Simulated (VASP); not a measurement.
Runs of VASP 6.6.1 on ZrB2. It takes space group P6/mmm (No. 191, hexagonal). Conventional cell: a = 3.170 Å, b = 3.170 Å, c = 3.533 Å, α = 90.00°, β = 90.00°, γ = 120.00°. Within 3.4 Å of Zr (site symmetry 6/mmm) lie 12 B at 2.54 Å and 6 Zr at 3.17 Å. B (site symmetry -6m2) has 3 B at 1.83 Å within 2.4 Å. 

```tsv
level	cutoff (eV)	gap on the mesh (eV)	pressure (GPa)
BLYP	500	none	8.0
RPBE	500	none	4.7
revPBE	500	none	(a)
PBEsol	500	none	(b)
r2SCAN	550	none	1.1
```

Alike in all rows: task single point; potentials or basis VASP PAW PBE potentials, release 64 (Zr_sv, B); no spin polarisation; cell as given; k mesh 7 × 7 × 5; smearing fermi-dirac 0.2 eV.

Problem. Estimate the missing entries.

Solution. (a) 3.8; (b) -3.5.

Caveats: the PAW data sets were made with another functional, which shifts forces and pressure a little.

A k mesh can miss the band edges, and the runs leave out spin-orbit coupling on Zr.

A gap of «none» marks levels without a gap at the run's occupations.
